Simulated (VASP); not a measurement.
A run of VASP 6.6.1 is set up as follows.

Contents of INCAR:

```
PREC = Accurate
ENCUT = 520
EDIFF = 1E-6
ISMEAR = 0
SIGMA = 0.1
LREAL = F
LASPH = T
NELM = 60
ALGO = Normal
ISIF = 2
LWAVE = F
LCHARG = F
GGA = PE
NBANDS = 11
```

The input KPOINTS:

```
regular mesh
0
Gamma
  15 15 12
```

POSCAR

```
MgB2
1.0
    3.0266753541      0.0000000000      0.0000000000
   -1.5133376771      2.6211777457      0.0000000000
    0.0000000000      0.0000000000      3.5636165281
Mg B
1 2
Direct
    0.0000000000      0.0000000000      0.0000000000
    0.6666666667      0.3333333333      0.5000000000
    0.3333333333      0.6666666667      0.5000000000
```

Potentials or basis: VASP PAW PBE potentials, release 64 (Mg, B).

Launch:

```bash
$ cat potpaw_PBE.64/Mg/POTCAR potpaw_PBE.64/B/POTCAR > POTCAR
$ mpirun -np 1 vasp_std > vasp.out
```

Task: What does it give for the pressure?

Result: 4.2 GPa.

Task: Estimate the band gap on the k mesh.

Result: Zero (band 4 reaches 7.14 eV, above the bottom of band 5 at 3.47 eV).

Stress tensor (GPa, compression positive):
```
 7.59  0.00  0.00
 0.00  7.59  0.00
 0.00  0.00 -2.44
```

Caveat: the cell differs from its parent crystal (biaxial strain in the a-b plane: -1.5 %).
